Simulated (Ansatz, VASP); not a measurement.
# One calculation of GaN, two programs

Contents of INCAR:

```
SYSTEM = GaN
ALGO = Normal ; EDIFF = 1E-7
ENCUT = 520 ; GGA = PE
ISIF = 2 ; ISMEAR = -1
LASPH = .True. ; LCHARG = .True.
LELF = .True. ; LREAL = .False.
LVHAR = .True. ; LWAVE = .False.
NBANDS = 26 ; NELM = 60
PREC = Accurate ; SIGMA = 0.1
```

The input KPOINTS:

```
k-points
0
Gamma
  13 13 7
  0 0 0
```

File POSCAR:

```
GaN
1.0
    2.8772638300      0.0000000000      0.0000000000
   -1.4386319150      2.4917835702      0.0000000000
    0.0000000000      0.0000000000      4.7224109561
Ga N
2 2
Direct
    0.3333333333      0.6666666667      0.0011227692
    0.6666666667      0.3333333333      0.5011227692
    0.3333333333      0.6666666667      0.3748772308
    0.6666666667      0.3333333333      0.8748772308
```

Input for Ansatz:

```yaml
crystal:
  lattice:
    - [2.87726383, 0.0, 0.0]
    - [-1.438631915, 2.4917835702, 0.0]
    - [0.0, 0.0, 4.7224109561]
  atoms:
    - { symbol: Ga, position: [0.3333333333, 0.6666666667, 0.0011227692] }
    - { symbol: Ga, position: [0.6666666667, 0.3333333333, 0.5011227692] }
    - { symbol: "N", position: [0.3333333333, 0.6666666667, 0.3748772308] }
    - { symbol: "N", position: [0.6666666667, 0.3333333333, 0.8748772308] }
kpoints:
  mp_grid: { grid: [13, 13, 7] }
scf:
  occupations: { method: fermi_dirac, width: 0.1 }
hamiltonian:
  xc: pbe
  pseudopotentials: { kind: paw }
output:
  forces: true
  stress: true
  eigenvalues: true
  populations: true
```

Change from the starting cell: volume scaled by 0.72, PAW files.

Alike in both runs: task single point; functional PBE; k mesh 13 × 13 × 7; occupations fermi-dirac, width 0.1 eV; no spin polarisation.

```csv
,VASP,Ansatz
version,VASP 6.6.1,Ansatz 0.2.0
potentials or method,"VASP PAW PBE potentials, release 64 (Ga_d, N)","PAW with Ansatz's default frozen-core files, scalar-relativistic"
plane-wave cutoff (eV),520,420
valence electrons in the cell,36,36
```

|  | VASP | Ansatz | Ansatz less VASP |
| --- | --- | --- | --- |
| gap on the k mesh at the Fermi level (eV) | 3.84 | 3.81 | -0.028 |
| pressure (GPa) | 114.2 | 115.2 | +1.01 |
| traceless stress, the component that is largest in VASP (GPa) | 0.07 | 0.03 | -0.040 |

Both programs put the cell under a high pressure, so it lies far from rest at this level.

Noted on VASP's run: the cell as given lies far from equilibrium.
